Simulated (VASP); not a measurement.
# Sc (P6_3/mmc) in VASP: further runs, part 2 of 2

VASP 6.6.1.

### 5 Single point, r2SCAN

This run uses another cell than the first one, of 24.94 Å³/atom, 1.280 times its volume.

Contents of POSCAR:

```
Sc
1.0
    3.3279009207      0.0000000000      0.0000000000
   -1.6639504604      2.8820467386      0.0000000000
    0.0000000000      0.0000000000      5.2007657771
Sc
2
Direct
    0.3333333333      0.6666666667      0.2500000000
    0.6666666667      0.3333333333      0.7500000000
```

Contents of INCAR.step1:

```
SYSTEM = Sc
PREC = Accurate ; ENCUT = 520
ISMEAR = 0 ; SIGMA = 0.1
LREAL = .False. ; LASPH = .True.
NELM = 60 ; NBANDS = 18
GGA = PE ; ALGO = Normal
EDIFF = 1E-4 ; LWAVE = .True.
LCHARG = .False.
```

Contents of INCAR.step2:

```
SYSTEM = Sc
PREC = Accurate ; ENCUT = 520
EDIFF = 1E-6 ; ISMEAR = 0
SIGMA = 0.1 ; LREAL = .False.
LASPH = .True. ; NELM = 60
ALGO = Normal ; ISIF = 2
LWAVE = .False. ; LCHARG = .False.
METAGGA = R2SCAN ; LMIXTAU = .True.
NBANDS = 18 ; ISTART = 1
```

Contents of KPOINTS:

```
Automatic mesh
0
Gamma
  9 9 5
  0 0 0
```

Potentials or basis: VASP PAW PBE potentials, release 64 (Sc_sv).

The run is started by

```sh
$ cat potpaw_PBE.64/Sc_sv/POTCAR > POTCAR
$ cp INCAR.step1 INCAR
$ mpirun -np 1 vasp_std > vasp.out
$ cp INCAR.step2 INCAR
$ mpirun -np 1 vasp_std > vasp.out
```

OUTCAR:

```text
SYSTEM = Sc
   PREC = Accurate
   ENCUT = 520
   EDIFF = 1E-6
   ISMEAR = 0
   LREAL = .False.
   LASPH = .True.
   NELM = 60
   ISIF = 2
   METAGGA = R2SCAN
   ISTART = 1

 ion  position               nearest neighbor table
   1  0.333  0.667  0.250-   2 3.23   2 3.23   2 3.23   2 3.23   2 3.23   2 3.23
   2  0.667  0.333  0.750-   1 3.23   1 3.23   1 3.23   1 3.23   1 3.23   1 3.23

  LATTYP: Found a hexagonal cell.
 ALAT       =     3.3279009207
 C/A-ratio  =     1.5627766274

  Lattice vectors:

 A1 = (   3.3279009207,   0.0000000000,   0.0000000000)
 A2 = (  -1.6639504604,   2.8820467386,   0.0000000000)
 A3 = (   0.0000000000,   0.0000000000,   5.2007657771)

Analysis of symmetry for initial positions (statically):
=====================================================================
 Subroutine PRICEL returns:
 Original cell was already a primitive cell.

 Routine SETGRP: Setting up the symmetry group for a
 hexagonal supercell.

 Subroutine GETGRP returns: Found 24 space group operations
 (whereof 12 operations were pure point group operations)
 out of a pool of 24 trial point group operations.

The static configuration has the point symmetry D_3d.
 The point group associated with its full space group is D_6h.

Analysis of symmetry for dynamics (positions and initial velocities):
=====================================================================
 Subroutine PRICEL returns:
 Original cell was already a primitive cell.

 Routine SETGRP: Setting up the symmetry group for a
 hexagonal supercell.

 Subroutine GETGRP returns: Found 24 space group operations
 (whereof 12 operations were pure point group operations)
 out of a pool of 24 trial point group operations.

The dynamic configuration has the point symmetry D_3d.
 The point group associated with its full space group is D_6h.

 Subroutine INISYM returns: Found 24 space group operations
 (whereof 12 operations are pure point group operations),
 and found     1 'primitive' translations
[... 106 lines left out ...]
   NELECT =      22.0000    total number of electrons
   NUPDOWN=      -1.0000    fix difference up-down
   EMIN   =  10.00;   EMAX   =-10.00  energy-range for DOS
   EFERMI =   0.00;   METHOD = LEGACY
   ISMEAR =     0;   SIGMA  =   0.10  broadening in eV -4-tet -1-fermi 0-gaus
   EFERMI_NEDOS =   21; number of points for ismear=-14 and -15
   IALGO  =     38    algorithm
   IMIX   =      4    mixing-type and parameters
     AMIX     =   0.40;   BMIX     =  1.00
     AMIX_MAG =   1.60;   BMIX_MAG =  1.00
  volume/ion in A,a.u.               =      24.94       168.31
  Fermi-wavevector in a.u.,A,eV,Ry     =   1.246148  2.354878 21.128268  1.552884
  Thomas-Fermi vector in A             =   2.380338
   LORBIT       =      0    0 simple, 1 ext, 2 COOP (PROOUT), +10 PAW based schemes
   METAGGA = R2SCAN    functional components
   LHFCALC =     F    Hartree Fock is set to
   AEXX    =    0.0000 exact exchange contribution
   IVDW    =     0    specifies the selected vdW correction
   LEPSILON=     F    determine dielectric tensor
   LRPA    =     F    only Hartree local field effects (RPA)
 non-spin polarized calculation
 Gauss-broadening in eV      SIGMA  =   0.10
  energy-cutoff  :      520.00
  volume of cell :       49.88
 maximum number of plane-waves:      1375
 NGX is ok and might be reduce to    28
   NGX = 13   NGY = 13   NGZ = 19

 number of electron      21.9999996 magnetization

 Free energy of the ion-electron system (eV)
  ---------------------------------------------------
  ext. energy  EPLUGINS =         0.00000000
  ---------------------------------------------------
  free energy    TOTEN  =       -22.72205967 eV

  energy without entropy =      -22.70096902  energy(sigma->0) =      -22.71151434

 E-fermi :   3.6485     XC(G=0): -10.5554

 val. band max:        3.6317478260   @ k =   0.4444   0.1111   0.4000
 cond. band min:       3.6579101690   @ k =   0.4444   0.1111   0.4000
 fundamental gap:      0.0261623430
 Fermi energy:         3.6485073254

 k-point     1 :       0.0000    0.0000    0.0000
  band No.  band energies     occupation
      1     -47.9050      2.00000
      2     -47.8353      2.00000
      3     -25.7614      2.00000
      4     -25.4130      2.00000
      5     -25.4130      2.00000
      6     -25.3486      2.00000
[... 481 lines left out ...]
      5     -25.6168      2.00000
      6     -25.5029      2.00000
[... 10 lines left out ...]
     17       7.5162      0.00000
     18       7.5162      0.00000

 [... further k-points ...]
[... 5 lines left out ...]
  --------------------------------------------------------------------------------------
  -------------------------------------------------------------------------------------
  Total        0.0604792      0.0604792      0.0618990     -0.0000000      0.0000000     -0.0000000
  in kB        1.9425751      1.9425751      1.9881781     -0.0000000      0.0000000     -0.0000000
  external PRESSURE =       1.9577761 kB  Pullay stress =       0.0000000 kB

 VOLUME and BASIS-vectors are now :
 -----------------------------------------------------------------------------
  energy-cutoff  :      520.00
  volume of cell :       49.88
      direct lattice vectors                 reciprocal lattice vectors
     3.327900921  0.000000000  0.000000000     0.300489715  0.173487818  0.000000000
    -1.663950460  2.882046739  0.000000000     0.000000000  0.346975636  0.000000000
     0.000000000  0.000000000  5.200765777     0.000000000  0.000000000  0.192279376

 POSITION                                       TOTAL-FORCE (eV/Angst)
 -----------------------------------------------------------------------------------
     -0.00000      1.92136      1.30019        -0.000000      0.000000      0.000000
      1.66395      0.96068      3.90057         0.000000     -0.000000      0.000000
 -----------------------------------------------------------------------------------
    total drift:                                0.000000     -0.000000      0.000000

  FREE ENERGIE OF THE ION-ELECTRON SYSTEM (eV)
  ---------------------------------------------------
  free  energy   TOTEN  =       -22.7220596698 eV

  energy  without entropy=      -22.7009690174  energy(sigma->0) =      -22.71151434
```

OSZICAR.step1:

```text
N       E                     dE             d eps       ncg     rms          rms(c)
DAV:   1     0.360584111172E+03    0.36058E+03   -0.10844E+04  1296   0.129E+03
DAV:   2     0.749858145894E+01   -0.35309E+03   -0.34474E+03  1648   0.540E+02
DAV:   3    -0.133744605196E+02   -0.20873E+02   -0.19926E+02  2082   0.152E+02
DAV:   4    -0.139174783018E+02   -0.54302E+00   -0.53338E+00  1948   0.229E+01
DAV:   5    -0.139248381006E+02   -0.73598E-02   -0.73583E-02  2252   0.274E+00    0.753E+00
DAV:   6    -0.126757079149E+02    0.12491E+01   -0.28742E+00  1706   0.186E+01    0.225E+00
DAV:   7    -0.125184251886E+02    0.15728E+00   -0.73033E-01  1770   0.846E+00    0.888E-01
DAV:   8    -0.125088279097E+02    0.95973E-02   -0.35321E-02  1710   0.235E+00    0.271E-01
DAV:   9    -0.125069118231E+02    0.19161E-02   -0.10693E-02  1754   0.106E+00    0.234E-02
DAV:  10    -0.125069237304E+02   -0.11907E-04   -0.11010E-04  1158   0.167E-01
   1 F= -.12506924E+02 E0= -.12495360E+02  d E =-.231269E-01
```

It took 1.9 min on 1 thread of Intel Xeon Platinum 8488C (Sapphire Rapids), shared host; peak memory 0.18 GiB.

What came out:

- Free energy: -22.7221 eV
- Pressure: 0.2 GPa
- Band gap on the k mesh: zero (band 11 reaches 4.47 eV, above the bottom of band 12 at 3.18 eV)

Levels at points of the mesh, in eV from the Fermi level:
```tsv
k point	band 8	band 9	band 10	band 11	band 12	band 13	band 14	band 15
(0.00, 0.00, 0.00)	-28.98	-5.48	-1.69	0.42	1.79	1.79	2.05	2.26
```

Caveat: the PAW data sets were made with another functional, which shifts forces and pressure a little.

### 6 Summary

```csv
cell,gap on the mesh (eV),pressure (GPa)
"a = 3.086, b = 3.086, c = 4.723 Å, angles 90.0, 90.0, 120.0°, 2 atoms",none,20.4
"a = 3.184, b = 3.184, c = 4.916 Å, angles 90.0, 90.0, 120.0°, 2 atoms",none,10.3
"a = 3.246, b = 3.246, c = 5.045 Å, angles 90.0, 90.0, 120.0°, 2 atoms",none,5.2
"a = 3.328, b = 3.328, c = 5.201 Å, angles 90.0, 90.0, 120.0°, 2 atoms",none,0.2
```

Alike in all rows: task single point; level r2SCAN; potentials or basis VASP PAW PBE potentials, release 64 (Sc_sv); no spin polarisation; k mesh 9 × 9 × 5; cutoff (eV) 520; smearing gaussian 0.1 eV.

Caveats: the PAW data sets were made with another functional, which shifts forces and pressure a little.

Absolute energies hang on the potentials; compare differences alone.
